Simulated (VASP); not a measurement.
Input of a VASP 6.6.1 run:

INCAR

```
  PREC = Accurate
  ENCUT = 600
  EDIFF = 1E-6
  ISMEAR = 0
  SIGMA = 0.1
  LREAL = False
  LASPH = True
  NELM = 60
  ALGO = Normal
  ISIF = 3
  LWAVE = False
  LCHARG = False
  GGA = PE
  IBRION = 2
  NSW = 100
  EDIFFG = -0.01
```

The input KPOINTS:

```
regular mesh
0
Gamma
  6 6 6
```

POSCAR

```
Zr2Cl
1.0
    0.0000000000      5.4563567201      5.4563567201
    5.4563567201      0.0000000000      5.4563567201
    5.4563567201      5.4563567201      0.0000000000
Zr Cl
4 2
Direct
    0.6250000000      0.6250000000      0.6250000000
    0.6250000000      0.6250000000      0.1250000000
    0.6250000000      0.1250000000      0.6250000000
    0.1250000000      0.6250000000      0.6250000000
    0.5000000000      0.5000000000      0.5000000000
    0.7500000000      0.7500000000      0.7500000000
```

Potentials or basis: VASP PAW PBE potentials, release 64 (Zr_sv, Cl).

Command:

```sh
$ cat potpaw_PBE.64/Zr_sv/POTCAR potpaw_PBE.64/Cl/POTCAR > POTCAR
$ mpirun -np 1 vasp_std > vasp.out
```

(1) Predict the band gap on the k mesh.

(2) Estimate the relaxed volume.

(3) Predict the space group after relaxing (to 0.1 Å).

Answers

(1) zero (bands 31 and 32 overlap by 0.13 eV).

(2) 54.32 Å³/atom.

(3) Fd-3m (No. 227).
